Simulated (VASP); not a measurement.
Set up this calculation in VASP 6.6.1, as the native input.

```yaml
Task: single point
Functional: LDA
Potentials_or_basis: VASP PAW LDA potentials, release 64 (Sn_d, Se, Zn, Cu)
Cutoff: 520 eV
k_mesh: 7 × 7 × 7
Occupations: fermi-dirac, width 0.05 eV
Spin: no spin polarisation
Dipole_correction: no
Further_INCAR_settings: ALGO = Normal; EDIFF = 1e-06; NBANDS = 46
```

The structure of ZnCu2SnSe4 lies in POSCAR:

```
ZnCu2SnSe4
1.0
   -2.8441000000      2.8441000000      5.6689000000
    2.8441000000     -2.8441000000      5.6689000000
    2.8441000000      2.8441000000     -5.6689000000
Sn Se Zn Cu
1 4 1 2
Direct
    0.5000000000      0.5000000000      0.0000000000
    0.8873000000      0.3699000000      0.0000000000
    0.1127000000      0.1127000000      0.4826000000
    0.3699000000      0.8873000000      0.0000000000
    0.6301000000      0.6301000000      0.5174000000
    0.0000000000      0.0000000000      0.0000000000
    0.2500000000      0.7500000000      0.5000000000
    0.7500000000      0.2500000000      0.5000000000
```

These files were run (other wordings do the same):

INCAR

```
SYSTEM = ZnCu2SnSe4
ALGO = Normal
EDIFF = 1E-6
ENCUT = 520
ISIF = 2
ISMEAR = -1
LASPH = .TRUE.
LCHARG = .TRUE.
LELF = .TRUE.
LREAL = .FALSE.
LVHAR = .TRUE.
LWAVE = .FALSE.
NBANDS = 46
NELM = 60
PREC = Accurate
SIGMA = 0.05
```

KPOINTS

```
k-points
0
G
  7 7 7
  0 0 0
```

Potentials or basis: VASP PAW LDA potentials, release 64 (Sn_d, Se, Zn, Cu).

Launch:

```bash
$ cat potpaw_LDA.64/Sn_d/POTCAR potpaw_LDA.64/Se/POTCAR potpaw_LDA.64/Zn/POTCAR potpaw_LDA.64/Cu/POTCAR > POTCAR
$ mpirun -np 1 vasp_std > vasp.out
```

Results of the run:

```
Pressure               : -2.2 GPa
Largest force          : 0.849 eV/Å
Band gap on the k mesh : zero (filled and empty bands touch)
```

Caveat: semilocal functionals underestimate gaps, and a narrow one can read as zero; spin-orbit coupling is left out, which moves the levels of the heavy elements.

Run time: 6.5 min on 1 thread of AMD EPYC 9R45 96-Core Processor (Zen 5) (shared host), peak memory 0.51 GiB.
